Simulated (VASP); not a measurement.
CuPt6: single point with PBE

CuPt6:

```xyz
7
Lattice="0.0000 3.8705 3.8705 3.8705 0.0000 3.8705 3.8705 3.8705 0.0000" Properties=species:S:1:pos:R:3 pbc="T T T"
Cu    0.0000    0.0000    0.0000
Pt    5.2429    3.8705    3.8705
Pt    2.4980    3.8705    3.8705
Pt    3.8705    5.2429    3.8705
Pt    3.8705    2.4980    3.8705
Pt    3.8705    3.8705    5.2429
Pt    3.8705    3.8705    2.4980
```

| Item | Value |
| --- | --- |
| Program | VASP 6.6.1 |
| Task | single point |
| Functional | PBE |
| Potentials or basis | VASP PAW PBE potentials, release 64 (Cu, Pt) |
| Cutoff | 520 eV |
| k mesh | 4 × 4 × 4 |
| Occupations | gaussian, width 0.1 eV |
| Spin | no spin polarisation |
| Dipole correction | no |
| Further INCAR settings | ALGO = Normal; EDIFF = 1e-06; NBANDS = 44 |

The pressure is 279.1 GPa and the largest force is 73.327 eV/Å.

Forces in eV/Å, atoms in the order of the input:
```
Cu    0.000   0.000   0.000
Pt   73.327   0.000   0.000
Pt  -73.327   0.000   0.000
Pt    0.000  73.327   0.000
Pt    0.000 -73.327   0.000
Pt    0.000   0.000  73.327
Pt    0.000   0.000 -73.327
```

Levels at points of the mesh, in eV from the Fermi level:
```csv
k point,band 31,band 32,band 33,band 34,band 35,band 36,band 37,band 38,band 39,band 40
"(0.00, 0.00, 0.00)",-1.18,-0.33,-0.33,0.80,0.80,0.80,0.86,0.86,0.86,1.99
"(0.50, 0.00, 0.00)",-1.86,-1.86,-1.06,-0.49,-0.49,0.12,1.38,1.85,2.05,2.05
"(0.50, 0.50, 0.00)",-2.20,-1.89,-0.32,-0.24,-0.24,0.22,0.22,0.52,0.78,1.56
```

Run time: 50 s on 1 thread of Intel(R) Xeon(R) 6975P-C (Granite Rapids) (shared host), peak memory 0.26 GiB.

Caveat: spin-orbit coupling is left out, which moves the levels of the heavy elements; forces of over 1 eV/Å act on the atoms, so gaps and moduli don't describe the material at rest.
